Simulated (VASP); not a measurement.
**Al17N15 (a cell with a defect): single point with LDA**

The system is Al17N15 (a cell with a defect).

```
Al N
1.0
     6.26041    0.00000    0.00000
    -3.13021    5.42168    0.00000
     0.00000    0.00000   10.03612
Al N
17 15
Cartesian
  1.6004 0.8853 2.5632
  0.0092 1.8077 5.0272
  1.5363 0.9280 7.6103
  0.0040 1.8092 10.1372
  0.0050 3.6503 2.5520
  -1.4205 4.6141 5.1732
  -0.0057 3.5917 7.6043
  -1.5350 4.5359 9.9675
  4.6690 0.8883 2.5501
  3.1329 1.6520 5.1707
  4.7167 0.9290 7.6062
  3.1314 1.7764 9.9690
  3.1228 3.6217 1.8757
  1.4095 4.6130 5.1670
  3.1231 3.6327 4.1798
  3.1212 3.6283 6.7244
  1.5251 4.5448 9.9663
  1.5672 0.9166 4.4697
  0.0156 1.8024 1.9835
  1.5167 0.9337 9.4691
  0.0048 1.8092 6.9465
  -0.0171 3.6388 4.4502
  -1.4527 4.5640 1.7901
  -0.0133 3.5692 9.4539
  -1.4993 4.5617 7.1088
  4.6728 0.9124 4.4475
  3.1467 1.6924 1.7918
  4.7304 0.9436 9.4564
  3.1323 1.7401 7.1087
  1.4740 4.5735 1.7905
  3.1115 3.6276 9.7431
  1.5008 4.5619 7.0965
```

```yaml
Program: VASP 6.6.1
Task: single point
Functional: LDA
Potentials_or_basis: VASP PAW LDA potentials, release 64 (Al, N)
Cutoff: 520 eV
k_mesh: 1 × 1 × 1, shifted
Occupations: fermi-dirac, width 0.01 eV
Spin: no spin polarisation
```

```
Largest force : 0.375 eV/Å
```

Forces in eV/Å, atoms in the order of the input:
```
Al   0.123 -0.070 -0.105
Al  -0.313  0.179 -0.005
Al   0.137 -0.085  0.100
Al  -0.122  0.068 -0.025
Al   0.059 -0.050  0.028
Al  -0.065  0.053  0.039
Al   0.117 -0.011  0.016
Al  -0.144  0.064  0.047
Al   0.083 -0.042  0.030
Al  -0.090  0.031  0.035
Al   0.068 -0.098  0.018
Al  -0.130  0.089  0.049
Al   0.209 -0.119 -0.054
Al  -0.106  0.053 -0.058
Al   0.031 -0.035  0.076
Al   0.139 -0.086  0.026
Al  -0.123  0.067  0.014
N    0.283 -0.190 -0.157
N   -0.118  0.062 -0.011
N    0.133 -0.054 -0.172
N   -0.128  0.090  0.002
N    0.178 -0.103  0.115
N   -0.225  0.163 -0.011
N    0.203 -0.034  0.065
N   -0.094  0.078 -0.198
N    0.174 -0.069  0.136
N   -0.235  0.109 -0.023
N    0.135 -0.158  0.047
N   -0.127  0.051 -0.206
N   -0.132  0.091 -0.057
N    0.274 -0.148  0.205
N   -0.194  0.103  0.033
```

Levels at points of the mesh, in eV from the Fermi level:
| k point | band 61 | band 62 | band 63 | band 64 | band 65 | band 66 | band 67 | band 68 |
| --- | --- | --- | --- | --- | --- | --- | --- | --- |
| (0.25, 0.25, 0.25) | -3.29 | -1.00 | -0.81 | -0.28 | 1.38 | 2.03 | 2.50 | 2.61 |

Run time: 10 min on 1 thread of Intel Xeon 8259CL (shared host), peak memory 0.39 GiB.

Caveat: the k points lie up to 0.58 Å⁻¹ apart; the cell carries a net charge on a neutralising background, which shifts energy and pressure; the cell is charged against a uniform background, so pressure and absolute levels hang on convention.
